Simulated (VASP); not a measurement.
Input of a VASP 6.6.1 run:

File POSCAR:

```
Y
1.0
    3.3345827682      0.0000000000      0.0000000000
    0.0000000000      3.3345827682      0.0000000000
    0.0000000000      0.0000000000      3.3345827682
Y
1
Direct
    0.0000000000      0.0000000000      0.0000000000
```

The input INCAR.step1:

```
SYSTEM = Y
ALGO = Normal ; EDIFF = 1E-4
ENCUT = 520 ; GGA = PE
ISMEAR = -1 ; ISPIN = 2
LASPH = .TRUE. ; LCHARG = .FALSE.
LMAXMIX = 4 ; LREAL = .FALSE.
LWAVE = .TRUE. ; MAGMOM = 0.594
NBANDS = 16 ; NELM = 150
PREC = Accurate ; SIGMA = 0.05
```

The input INCAR.step2:

```
SYSTEM = Y
ALGO = Normal ; EDIFF = 1E-7
ENCUT = 520 ; ISIF = 2
ISMEAR = -1 ; ISPIN = 2
ISTART = 1 ; LASPH = .TRUE.
LCHARG = .TRUE. ; LELF = .TRUE.
LMAXMIX = 4 ; LMIXTAU = .TRUE.
LORBIT = 11 ; LREAL = .FALSE.
LVHAR = .TRUE. ; LWAVE = .FALSE.
MAGMOM = 0.594 ; METAGGA = R2SCAN
NBANDS = 16 ; NELM = 150
PREC = Accurate ; SIGMA = 0.05
```

The input KPOINTS:

```
k-points
0
G
  11 11 11
  0 0 0
```

Potentials or basis: VASP PAW PBE potentials, release 64 (Y_sv).

Command:

```bash
$ cat potpaw_PBE.64/Y_sv/POTCAR > POTCAR
$ cp INCAR.step1 INCAR
$ mpirun -np 1 vasp_std > vasp.out
$ cp INCAR.step2 INCAR
$ mpirun -np 1 vasp_std > vasp.out
```

What does it give for the site moments?

Y +0.66 μB.

Predict the net moment.

0.93 μB per cell.
